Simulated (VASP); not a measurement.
A run of VASP 6.6.1 is set up as follows.

The input INCAR:

```
ALGO = Normal ; DIPOL = 0.5 0.5 0.500
EDIFF = 1E-7 ; ENCUT = 520
GGA = PE ; IDIPOL = 3
ISIF = 2 ; ISMEAR = 0
LASPH = T ; LCHARG = F
LDIPOL = T ; LREAL = F
LWAVE = F ; NBANDS = 26
NELM = 100 ; PREC = Accurate
SIGMA = 0.05
```

The input KPOINTS:

```
k-points
0
Gamma
  9 9 1
```

The input POSCAR:

```
Si
1.0
    3.8679403904      0.0000000000      0.0000000000
   -1.9339701952      3.3497346384      0.0000000000
    0.0000000000      0.0000000000     25.2640203379
Si
8
Direct
    0.3333333333      0.6666666667      0.2968648655
    0.0000000000      0.0000000000      0.3281164247
    0.0000000000      0.0000000000      0.4218711021
    0.6666666667      0.3333333333      0.4531226613
    0.6666666667      0.3333333333      0.5468773387
    0.3333333333      0.6666666667      0.5781288979
    0.3333333333      0.6666666667      0.6718835753
    0.0000000000      0.0000000000      0.7031351345
```

Potentials or basis: VASP PAW PBE potentials, release 64 (Si).

Run with:

```sh
$ cat potpaw_PBE.64/Si/POTCAR > POTCAR
$ mpirun -np 1 vasp_std > vasp.out
```

Q: Predict the largest force.

A: 0.744 eV/Å.

Q: Predict the band gap on the k mesh.

A: Zero (band 16 reaches 0.40 eV, above the bottom of band 17 at 0.23 eV).

Forces in eV/Å, atoms in the order of the input:
```
Si   0.000  0.000  0.582
Si   0.000  0.000 -0.744
Si   0.000  0.000  0.270
Si   0.000  0.000 -0.168
Si   0.000  0.000  0.168
Si   0.000  0.000 -0.270
Si   0.000  0.000  0.744
Si   0.000  0.000 -0.582
```
